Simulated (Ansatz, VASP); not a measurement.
## C in VASP and in Ansatz

Contents of INCAR:

```
SYSTEM = C
ALGO = Normal ; EDIFF = 1E-7
ENCUT = 520 ; GGA = CA
ISIF = 2 ; ISMEAR = 0
LASPH = .True. ; LCHARG = .False.
LREAL = .False. ; LWAVE = .False.
NBANDS = 36 ; NELM = 100
PREC = Accurate ; SIGMA = 0.01
```

File KPOINTS:

```
k-points
0
Gamma
  18 18 2
  0 0 0
```

Contents of POSCAR:

```
C
1.0
    2.4448076995      0.0000000000      0.0000000000
   -1.2224038498      2.1172655752      0.0000000000
    0.0000000000      0.0000000000     21.3489214934
C
12
Direct
    0.0000000000      0.0000000000      0.9196873279
    0.3333333333      0.6666666667      0.9196612247
    0.0000000000      0.0000000000      0.7470054420
    0.3333333333      0.6666666667      0.7469793388
    0.6666666667      0.3333333333      0.2530206612
    0.0000000000      0.0000000000      0.2529945580
    0.6666666667      0.3333333333      0.0803387753
    0.0000000000      0.0000000000      0.0803126721
    0.3333333333      0.6666666667      0.5863539946
    0.6666666667      0.3333333333      0.5863278913
    0.3333333333      0.6666666667      0.4136721087
    0.6666666667      0.3333333333      0.4136460054
```

Input for Ansatz:

```yaml
crystal:
  lattice:
    - [2.4448076995, 0.0, 0.0]
    - [-1.2224038498, 2.1172655752, 0.0]
    - [0.0, 0.0, 21.3489214934]
  atoms:
    - { symbol: C, position: [0.0, 0.0, 0.9196873279] }
    - { symbol: C, position: [0.3333333333, 0.6666666667, 0.9196612247] }
    - { symbol: C, position: [0.0, 0.0, 0.747005442] }
    - { symbol: C, position: [0.3333333333, 0.6666666667, 0.7469793388] }
    - { symbol: C, position: [0.6666666667, 0.3333333333, 0.2530206612] }
    - { symbol: C, position: [0.0, 0.0, 0.252994558] }
    - { symbol: C, position: [0.6666666667, 0.3333333333, 0.0803387753] }
    - { symbol: C, position: [0.0, 0.0, 0.0803126721] }
    - { symbol: C, position: [0.3333333333, 0.6666666667, 0.5863539946] }
    - { symbol: C, position: [0.6666666667, 0.3333333333, 0.5863278913] }
    - { symbol: C, position: [0.3333333333, 0.6666666667, 0.4136721087] }
    - { symbol: C, position: [0.6666666667, 0.3333333333, 0.4136460054] }
basis:
  ecutwfc: 420
kpoints:
  mp_grid: { grid: [18, 18, 2] }
  band_path: { path: [VBM, CBM], npoints: 2 }
hamiltonian:
  xc: lda
scf:
  occupations: { method: gaussian, width: 0.01 }
output:
  forces: true
  stress: true
  eigenvalues: true
checkpoint:
  read: start.run
  write: ck
  compress: false
  write_wavefunctions: false
  write_every: 100000
```

Alike in both runs: task single point; functional LDA; k mesh 18 × 18 × 2; occupations gaussian, width 0.01 eV; no spin polarisation.

```csv
,VASP,Ansatz
version,VASP 6.6.1,Ansatz 0.2.0
potentials or method,"VASP PAW LDA potentials, release 64 (C), cutoff 520 eV","scalar-relativistic, plane waves, PAW"
valence electrons in the cell,48,48
```

```csv
,VASP,Ansatz,Ansatz less VASP
gap on the k mesh at the Fermi level (eV),0.19,0.19,0.000
least direct gap on the mesh (eV),0.19,0.19,0.000
pressure (GPa),0.6,-0.2,-0.75
"traceless stress, the component that is largest in VASP (GPa)",-1.37,-0.48,+0.889
```

LDA's correlation is that of Perdew and Zunger in VASP and of Perdew and Wang (1992) in Ansatz. Ansatz's warnings: band edges overlap.
